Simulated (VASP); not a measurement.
# MgS (F-43m) in VASP: notebook

The runs below take MgS through single point, with LDA.

All numbers are computed with VASP 6.6.1; they aren't measurements. Logs are shortened: lines on timing, memory, paths and dates and some standing lists are left out, and cuts for length are marked.

**1. The cell of the first run**

The structure is cubic, space group F-43m (No. 216). Conventional cell: a = 4.863 Å, b = 4.863 Å, c = 4.863 Å, α = 90.00°, β = 90.00°, γ = 90.00°. Mg (site symmetry -43m) has 4 S at 2.11 Å within 2.8 Å. S (site symmetry -43m) has 4 Mg at 2.11 Å within 2.8 Å.

**2. Single point, LDA**

INCAR

```
  ALGO = Normal
  EDIFF = 1E-6
  ENCUT = 520
  GGA = CA
  ISIF = 2
  ISMEAR = 0
  LASPH = T
  LCHARG = F
  LREAL = F
  LWAVE = F
  NBANDS = 11
  NELM = 100
  PREC = Accurate
  SIGMA = 0.01
```

KPOINTS

```
k-points
0
Gamma
  7 7 7
```

POSCAR

```
MgS
1.0
    0.0000000000      2.4315098445      2.4315098445
    2.4315098445      0.0000000000      2.4315098445
    2.4315098445      2.4315098445      0.0000000000
Mg S
1 1
Direct
    0.0000000000      0.0000000000      0.0000000000
    0.7500000000      0.7500000000      0.7500000000
```

Potentials or basis: VASP PAW LDA potentials, release 64 (Mg, S).

On the command line:

```
$ cat potpaw_LDA.64/Mg/POTCAR potpaw_LDA.64/S/POTCAR > POTCAR
$ mpirun -np 1 vasp_std > vasp.out
```

OUTCAR:

```text
EDIFF = 1E-6
   ENCUT = 520
   GGA = CA
   ISIF = 2
   ISMEAR = 0
   LASPH = T
   LREAL = F
   NELM = 100
   PREC = Accurate

 ion  position               nearest neighbor table
   1  0.000  0.000  0.000-   2 2.11   2 2.11   2 2.11   2 2.11
   2  0.750  0.750  0.750-   1 2.11   1 2.11   1 2.11   1 2.11

  LATTYP: Found a face centered cubic cell.
 ALAT       =     4.8630196890

  Lattice vectors:

 A1 = (   0.0000000000,   2.4315098445,   2.4315098445)
 A2 = (   2.4315098445,   0.0000000000,   2.4315098445)
 A3 = (   2.4315098445,   2.4315098445,   0.0000000000)

Analysis of symmetry for initial positions (statically):
=====================================================================
 Subroutine PRICEL returns:
 Original cell was already a primitive cell.

 Routine SETGRP: Setting up the symmetry group for a
 face centered cubic supercell.

 Subroutine GETGRP returns: Found 24 space group operations
 (whereof 24 operations were pure point group operations)
 out of a pool of 48 trial point group operations.

The static configuration has the point symmetry T_d .

Analysis of symmetry for dynamics (positions and initial velocities):
=====================================================================
 Subroutine PRICEL returns:
 Original cell was already a primitive cell.

 Routine SETGRP: Setting up the symmetry group for a
 face centered cubic supercell.

 Subroutine GETGRP returns: Found 24 space group operations
 (whereof 24 operations were pure point group operations)
 out of a pool of 48 trial point group operations.

The dynamic configuration has the point symmetry T_d .

 Subroutine INISYM returns: Found 24 space group operations
 (whereof 24 operations are pure point group operations),
 and found     1 'primitive' translations

----------------------------------------------------------------------------------------

                                     Primitive cell

  volume of cell :      28.7513

  direct lattice vectors                    reciprocal lattice vectors
     0.000000000  2.431509844  2.431509844    -0.205633550  0.205633550  0.205633550
     2.431509844  0.000000000  2.431509844     0.205633550 -0.205633550  0.205633550
     2.431509844  2.431509844  0.000000000     0.205633550  0.205633550 -0.205633550

  length of vectors
     3.438674199  3.438674199  3.438674199     0.356167755  0.356167755  0.356167755

  position of ions in fractional coordinates (direct lattice)
     0.000000000  0.000000000  0.000000000
     0.750000000  0.750000000  0.750000000

  ion indices of the primitive-cell ions
   primitive index   ion index
                 1           1
                 2           2

----------------------------------------------------------------------------------------

 KPOINTS: k-points

Automatic generation of k-mesh.
 Grid dimensions read from file:
 generate k-points for:    7    7    7

 Generating k-lattice:

  Cartesian coordinates                     Fractional coordinates (reciprocal lattice)
    -0.029376221  0.029376221  0.029376221     0.142857143  0.000000000  0.000000000
     0.029376221 -0.029376221  0.029376221     0.000000000  0.142857143  0.000000000
     0.029376221  0.029376221 -0.029376221     0.000000000  0.000000000  0.142857143

  Length of vectors
     0.050881108  0.050881108  0.050881108

  Shift w.r.t. Gamma in fractional coordinates (k-lattice)
     0.000000000  0.000000000  0.000000000

 Subroutine IBZKPT returns following result:
 ===========================================

 Found     20 irreducible k-points:

 Following reciprocal coordinates:
            Coordinates               Weight
  0.000000  0.000000  0.000000      1.000000
  0.142857  0.000000  0.000000      8.000000
  0.285714  0.000000  0.000000      8.000000
  0.428571  0.000000  0.000000      8.000000
  0.142857  0.142857  0.000000      6.000000
  0.285714  0.142857  0.000000     24.000000
[... 12 lines left out ...]
 -0.428571  0.428571  0.142857     24.000000
 -0.285714  0.428571  0.142857     24.000000
   k-points           NKPTS =     20   k-points in BZ     NKDIM =     20   number of bands    NBANDS=     11
   number of dos      NEDOS =    301   number of ions     NIONS =      2
   total plane-waves  NPLWV =  21952
   dimension x,y,z NGX =    28 NGY =   28 NGZ =   28
   dimension x,y,z NGXF=    56 NGYF=   56 NGZF=   56
   ions per type =               1   1
   NGX,Y,Z   is equivalent  to a cutoff of  13.54, 13.54, 13.54 a.u.
   NGXF,Y,Z  is equivalent  to a cutoff of  27.07, 27.07, 27.07 a.u.
 SYSTEM =  unknown system
   PREC   = accura    normal or accurate (medium, high low for compatibility)
   ISTART =      0    job   : 0-new  1-cont  2-samecut
   ICHARG =      2    charge: 1-file 2-atom 10-const
   ISPIN  =      1    spin polarized calculation?
   LNONCOLLINEAR =      F non collinear calculations
   LSORBIT =      F    spin-orbit coupling
   LASPH  =      T    aspherical Exc in radial PAW
   ENCUT  =  520.0 eV  38.22 Ry    6.18 a.u.   6.39  6.39  6.39*2*pi/ulx,y,z
   NELM   =    100;   NELMIN=  2; NELMDL= -5     # of ELM steps
   EDIFF  = 0.1E-05   stopping-criterion for ELM
   LREAL  =      F    real-space projection
   EDIFFG = 0.1E-04   stopping-criterion for IOM
   NSW    =      0    number of steps for IOM
   IBRION =     -1    ionic relax: 0-MD 1-quasi-New 2-CG
   NFREE  =      0    steps in history (QN), initial steepest desc. (CG)
   ISIF   =      2    stress and relaxation
   ISYM   =      2    0-nonsym 1-usesym 2-fastsym
   POTIM  = 0.5000    time-step for ionic-motion
   TEBEG  =    0.0;   TEEND  =   0.0 temperature during run
   PSTRESS=    0.0 pullay stress
   NELECT =       8.0000    total number of electrons
   NUPDOWN=      -1.0000    fix difference up-down
   EMIN   =  10.00;   EMAX   =-10.00  energy-range for DOS
   EFERMI =   0.00;   METHOD = LEGACY
   ISMEAR =     0;   SIGMA  =   0.01  broadening in eV -4-tet -1-fermi 0-gaus
   EFERMI_NEDOS =   21; number of points for ismear=-14 and -15
   IALGO  =     38    algorithm
   IMIX   =      4    mixing-type and parameters
     AMIX     =   0.40;   BMIX     =  1.00
     AMIX_MAG =   1.60;   BMIX_MAG =  1.00
  volume/ion in A,a.u.               =      14.38        97.01
  Fermi-wavevector in a.u.,A,eV,Ry     =   1.068773  2.019688 15.541604  1.142276
  Thomas-Fermi vector in A             =   2.204432
   LORBIT       =      0    0 simple, 1 ext, 2 COOP (PROOUT), +10 PAW based schemes
   GGA     = CA    functional components
   LHFCALC =     F    Hartree Fock is set to
   AEXX    =    0.0000 exact exchange contribution
   IVDW    =     0    specifies the selected vdW correction
   LEPSILON=     F    determine dielectric tensor
   LRPA    =     F    only Hartree local field effects (RPA)
 non-spin polarized calculation
 Gauss-broadening in eV      SIGMA  =   0.01
  energy-cutoff  :      520.00
  volume of cell :       28.75
 maximum number of plane-waves:       785
 NGX is ok and might be reduce to    28
   NGX = 13   NGY = 13   NGZ = 13

 number of electron       7.9999999 magnetization

 Free energy of the ion-electron system (eV)
  ---------------------------------------------------
  ext. energy  EPLUGINS =         0.00000000
  ---------------------------------------------------
  free energy    TOTEN  =        -7.42040112 eV

  energy without entropy =       -7.42040112  energy(sigma->0) =       -7.42040112

 E-fermi :   4.7078     XC(G=0): -10.6317

 val. band max:        4.6289085835   @ k =   0.0000   0.0000   0.0000
 cond. band min:       7.7425851236   @ k =   0.4286   0.4286   0.0000
 fundamental gap:      3.1136765401
 Fermi energy:         4.7078177918

 k-point     1 :       0.0000    0.0000    0.0000
  band No.  band energies     occupation
      1      -8.7023      2.00000
      2       4.6289      2.00000
      3       4.6289      2.00000
      4       4.6289      2.00000
      5      10.5520      0.00000
      6      13.4812      0.00000
      7      13.4812      0.00000
      8      13.4812      0.00000
      9      16.1471      0.00000
     10      16.1471      0.00000
     11      21.0368      0.00000

 k-point     2 :       0.1429    0.0000    0.0000
  band No.  band energies     occupation
      1      -8.4547      2.00000
      2       3.3845      2.00000
      3       4.5278      2.00000
      4       4.5278      2.00000
      5      11.3356      0.00000
      6      13.6078      0.00000
      7      13.7630      0.00000
      8      13.7630      0.00000
      9      15.5284      0.00000
     10      15.5284      0.00000
     11      19.7248      0.00000

 k-point     3 :       0.2857    0.0000    0.0000
  band No.  band energies     occupation
      1      -7.8024      2.00000
      2       1.2484      2.00000
      3       4.3244      2.00000
      4       4.3244      2.00000
      5      11.4142      0.00000
      6      13.2324      0.00000
      7      13.2324      0.00000
      8      14.7508      0.00000
      9      16.4759      0.00000
     10      16.4759      0.00000
     11      19.2366      0.00000

 k-point     4 :       0.4286    0.0000    0.0000
  band No.  band energies     occupation
      1      -7.1201      2.00000
      2      -0.3042      2.00000
      3       4.1805      2.00000
      4       4.1805      2.00000
      5      11.1355      0.00000
      6      12.5752      0.00000
      7      12.5752      0.00000
      8      15.0428      0.00000
      9      18.7932      0.00000
     10      18.7932      0.00000
     11      21.0295      0.00000
[... 183 lines left out ...]
 k-point    18 :      -0.4286    0.2857    0.1429
  band No.  band energies     occupation
      1      -6.7413      2.00000
      2       0.3534      2.00000
      3       2.2595      2.00000
      4       3.4246      2.00000
      5      10.4947      0.00000
      6      12.6087      0.00000
      7      14.1963      0.00000
      8      15.9051      0.00000
      9      18.1008      0.00000
     10      20.4912      0.00000
     11      22.0162      0.00000

 k-point    19 :      -0.4286    0.4286    0.1429
  band No.  band energies     occupation
      1      -6.5304      2.00000
      2       0.5524      2.00000
      3       2.2644      2.00000
      4       2.6730      2.00000
      5       9.0916      0.00000
      6      11.8127      0.00000
      7      15.5115      0.00000
      8      17.6268      0.00000
      9      19.4859      0.00000
     10      21.6000      0.00000
     11      22.4354      0.00000

 k-point    20 :      -0.2857    0.4286    0.1429
  band No.  band energies     occupation
      1      -6.4427      2.00000
      2       1.0480      2.00000
      3       1.1472      2.00000
      4       2.7703      2.00000
      5       9.8816      0.00000
      6      13.0739      0.00000
      7      14.8221      0.00000
      8      15.7054      0.00000
      9      19.5302      0.00000
     10      20.2970      0.00000
     11      23.3652      0.00000

------------------------ aborting loop because EDIFF is reached ----------------------------------------

  FORCE on cell =-STRESS in cart. coord.  units (eV):
  Direction    XX          YY          ZZ          XY          YZ          ZX
  --------------------------------------------------------------------------------------
  -------------------------------------------------------------------------------------
  Total       10.8913872     10.8913872     10.8913872     -0.0000000      0.0000000      0.0000000
  in kB      606.9259211    606.9259211    606.9259211     -0.0000000      0.0000000      0.0000000
  external PRESSURE =     606.9259211 kB  Pullay stress =       0.0000000 kB

 VOLUME and BASIS-vectors are now :
 -----------------------------------------------------------------------------
  energy-cutoff  :      520.00
  volume of cell :       28.75
      direct lattice vectors                 reciprocal lattice vectors
     0.000000000  2.431509844  2.431509844    -0.205633550  0.205633550  0.205633550
     2.431509844  0.000000000  2.431509844     0.205633550 -0.205633550  0.205633550
     2.431509844  2.431509844  0.000000000     0.205633550  0.205633550 -0.205633550

 POSITION                                       TOTAL-FORCE (eV/Angst)
 -----------------------------------------------------------------------------------
      0.00000      0.00000      0.00000        -0.000000     -0.000000     -0.000000
      3.64726      3.64726      3.64726         0.000000      0.000000      0.000000
 -----------------------------------------------------------------------------------
    total drift:                               -0.000000     -0.000000     -0.000000

  FREE ENERGIE OF THE ION-ELECTRON SYSTEM (eV)
  ---------------------------------------------------
  free  energy   TOTEN  =        -7.4204011233 eV

  energy  without entropy=       -7.4204011233  energy(sigma->0) =       -7.42040112
```

Wall time 5.9 s (1 thread of Intel Xeon 6975P-C, shared host); peak memory 0.14 GiB.

Results:

```yaml
Free_energy: -7.4204 eV
Pressure: 60.7 GPa
Band_gap_on_the_k_mesh: 3.11 eV, indirect (least direct gap 4.73 eV)
```

A k mesh can miss the band edges.

**3. Single point, LDA**

This run uses another cell than the first one, of 15.69 Å³/atom, 1.091 times its volume.

INCAR

```
PREC = Accurate
ENCUT = 520
EDIFF = 1E-6
ISMEAR = 0
SIGMA = 0.01
LREAL = F
LASPH = T
NELM = 100
ALGO = Normal
ISIF = 2
LWAVE = F
LCHARG = F
GGA = CA
NBANDS = 11
```

KPOINTS

```
Automatic mesh
0
Gamma
  7 7 7
```

POSCAR

```
MgS
1.0
    0.0000000000      2.5032401946      2.5032401946
    2.5032401946      0.0000000000      2.5032401946
    2.5032401946      2.5032401946      0.0000000000
Mg S
1 1
Direct
    0.0000000000      0.0000000000      0.0000000000
    0.7500000000      0.7500000000      0.7500000000
```

Potentials or basis: VASP PAW LDA potentials, release 64 (Mg, S).

On the command line:

```
$ cat potpaw_LDA.64/Mg/POTCAR potpaw_LDA.64/S/POTCAR > POTCAR
$ mpirun -np 1 vasp_std > vasp.out
```

Run time: 5.4 s. Hardware: 1 thread of Intel Xeon 6975P-C, shared host; peak memory 0.14 GiB.

The run converged. Its results:

| Property | Result |
| --- | --- |
| Free energy | -8.2365 eV |
| Pressure | 40.2 GPa |
| Band gap on the k mesh | 3.32 eV, indirect (least direct gap 4.81 eV) |

Levels at points of the mesh, in eV from the valence-band top:
| k point | band 1 | band 2 | band 3 | band 4 | band 5 | band 6 | band 7 | band 8 |
| --- | --- | --- | --- | --- | --- | --- | --- | --- |
| (0.00, 0.00, 0.00) | -12.84 | 0.00 | 0.00 | 0.00 | 5.33 | 8.66 | 8.66 | 8.66 |

A k mesh can miss the band edges.

**4. Single point, LDA**

This run uses another cell than the first one, of 17.70 Å³/atom, 1.231 times its volume.

INCAR

```
PREC     = Accurate       # precision mode
ENCUT    = 520            # plane-wave cutoff, eV
EDIFF    = 1E-7           # SCF threshold, eV
ISMEAR   = 0              # smearing method
SIGMA    = 0.01           # smearing width, eV
LREAL    = F              # projectors in reciprocal space
LASPH    = T              # aspherical terms in the spheres
NELM     = 100            # most SCF steps
ALGO     = Normal         # electronic algorithm
ISIF     = 2              # what is computed and relaxed
LWAVE    = F              # write WAVECAR
LCHARG   = F              # write CHGCAR
NBANDS   = 11             # bands
```

KPOINTS is that of step 3.

POSCAR

```
MgS
1.0
    0.0000000000      2.6062298857      2.6062298857
    2.6062298857      0.0000000000      2.6062298857
    2.6062298857      2.6062298857      0.0000000000
Mg S
1 1
Direct
    0.0000000000      0.0000000000      0.0000000000
    0.7500000000      0.7500000000      0.7500000000
```

On the command line:

```
$ cat potpaw_LDA.64/Mg/POTCAR potpaw_LDA.64/S/POTCAR > POTCAR
$ mpirun -np 1 vasp_std > vasp.out
```

It took 7.1 s on 1 thread of Intel Xeon 6975P-C, shared host; peak memory 0.14 GiB.

The run converged. Its results:

```
Free energy            : -8.9709 eV
Pressure               : 19.8 GPa
Band gap on the k mesh : 3.55 eV, indirect (least direct gap 4.56 eV)
```

Levels at points of the mesh, in eV from the valence-band top:
```tsv
k point	band 1	band 2	band 3	band 4	band 5	band 6	band 7	band 8	band 9
(0.00, 0.00, 0.00)	-12.23	0.00	0.00	0.00	4.56	8.38	8.38	8.38	11.21
```

[end of part 1 of 2]
